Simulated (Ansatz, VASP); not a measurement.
**One calculation of LaAl2N3, two programs**

```xyz
6
Lattice="3.7286 0.0000 0.0000 0.0000 3.7286 0.0000 0.0000 0.0000 7.7780" Properties=species:S:1:pos:R:3 pbc="T T T"
La    1.8643    1.8643    2.6995
Al    1.8643    1.8643    5.6347
Al    0.0000    0.0000    4.6910
N     1.8643    0.0000    5.2084
N     0.0000    1.8643    5.2084
N     0.0000    0.0000    2.6817
```

Alike in both runs: functional PBE; k mesh 10 × 10 × 6; occupations gaussian, width 0.1 eV; no spin polarisation.

Ansatz relaxed the structure, and its values are those at the end. VASP's run is a single point on that final structure, the one shown.

```csv
,VASP,Ansatz
version,VASP 6.6.1,Ansatz 0.2.0
potentials or method,"VASP PAW PBE potentials, release 64 (La, Al, N), cutoff 520 eV","scalar-relativistic, plane waves, PAW"
valence electrons in the cell,32,32
```

|  | VASP | Ansatz | Ansatz less VASP |
| --- | --- | --- | --- |
| gap on the k mesh at the Fermi level (eV) | none | none | - |
| pressure (GPa) | -0.1 | 0.0 | +0.14 |
| rms of the force components (eV/Å) | 0.003 | 0.001 | -0.0026 |

A gap of «none» marks a metal or a gap that the smearing closes. With one functional, cell and mesh, what is left measures potentials, basis and numerics.

Neither program's run includes spin-orbit coupling.
